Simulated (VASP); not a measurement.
Runs of VASP 6.6.1 on GaP. The structure is that of space group I-4m2 (No. 119), or close to it. The cells are those of the table. 

```tsv
cell	gap on the mesh (eV)	pressure (GPa)
a = 3.746, b = 3.746, c = 4.326 Å, angles 54.7, 54.7, 70.5°, 2 atoms	none	(a)
a = 3.776, b = 3.776, c = 4.069 Å, angles 57.4, 57.4, 65.2°, 2 atoms	0.04	-3.3
a = 3.925, b = 3.925, c = 3.734 Å, angles 61.6, 61.6, 56.8°, 2 atoms	0.99	-2.8
a = 4.095, b = 4.095, c = 3.531 Å, angles 64.5, 64.5, 51.1°, 2 atoms	none	(c)
a = 4.292, b = 4.292, c = 3.367 Å, angles 66.9, 66.9, 46.2°, 2 atoms	none	-3.5
a = 3.808, b = 3.808, c = 3.963 Å, angles 58.6, 58.6, 62.7°, 2 atoms	0.69	-2.8
a = 3.755, b = 3.755, c = 4.187 Å, angles 56.1, 56.1, 67.8°, 2 atoms	none	-4.1
a = 3.752, b = 3.752, c = 4.449 Å, angles 53.6, 53.6, 72.7°, 2 atoms	none	-7.1
a = 4.205, b = 4.205, c = 3.434 Å, angles 65.9, 65.9, 48.2°, 2 atoms	none	(d)
a = 3.830, b = 3.830, c = 3.907 Å, angles 59.3, 59.3, 61.3°, 2 atoms	(b)	-2.7
a = 4.006, b = 4.006, c = 3.627 Å, angles 63.1, 63.1, 53.8°, 2 atoms	0.40	-3.0
```

Alike in all rows: task single point; level LDA; potentials or basis VASP PAW LDA potentials, release 64 (Ga_d, P); no spin polarisation; k mesh 10 × 10 × 10; cutoff (eV) 520; smearing gaussian 0.05 eV.

Question: Estimate the missing entries.

Answer: (a) -5.7; (b) 1.07; (c) -3.1; (d) -3.4.

A k mesh can miss the band edges, and the runs leave out spin-orbit coupling on Ga.

A gap of «none» marks levels without a gap at the run's occupations.
